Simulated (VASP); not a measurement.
A run of VASP 6.6.1 is set up as follows.

Contents of INCAR:

```
SYSTEM = SnO2
PREC = Accurate
ENCUT = 520
EDIFF = 1E-7
ISMEAR = 0
SIGMA = 0.02
LREAL = .False.
LASPH = .True.
NELM = 80
ALGO = Normal
ISIF = 2
LWAVE = .False.
LCHARG = .False.
GGA = PE
NBANDS = 35
```

File KPOINTS:

```
regular mesh
0
Gamma
  6 6 8
  0 0 0
```

Contents of POSCAR:

```
SnO2
1.0
    4.8271899931      0.0000000000      0.0000000000
    0.0000000000      4.8271899931      0.0000000000
    0.0000000000      0.0000000000      3.2381523548
Sn O
2 4
Direct
    0.5000000000      0.5000000000      0.5000000000
    0.0000000000      0.0000000000      0.0000000000
    0.1934234795      0.8065765205      0.5000000000
    0.8065765205      0.1934234795      0.5000000000
    0.3065765205      0.3065765205      0.0000000000
    0.6934234795      0.6934234795      0.0000000000
```

Potentials or basis: VASP PAW PBE potentials, release 64 (Sn_d, O).

The run is started by

```console
$ cat potpaw_PBE.64/Sn_d/POTCAR potpaw_PBE.64/O/POTCAR > POTCAR
$ mpirun -np 1 vasp_std > vasp.out
```

Problem. What does it give for the largest force?

Solution. 0.017 eV/Å.

Problem. Predict the pressure.

Solution. 0.6 GPa.

Stress tensor (GPa, compression positive):
```
0.52 0.00 0.00
0.00 0.52 0.00
0.00 0.00 0.81
```
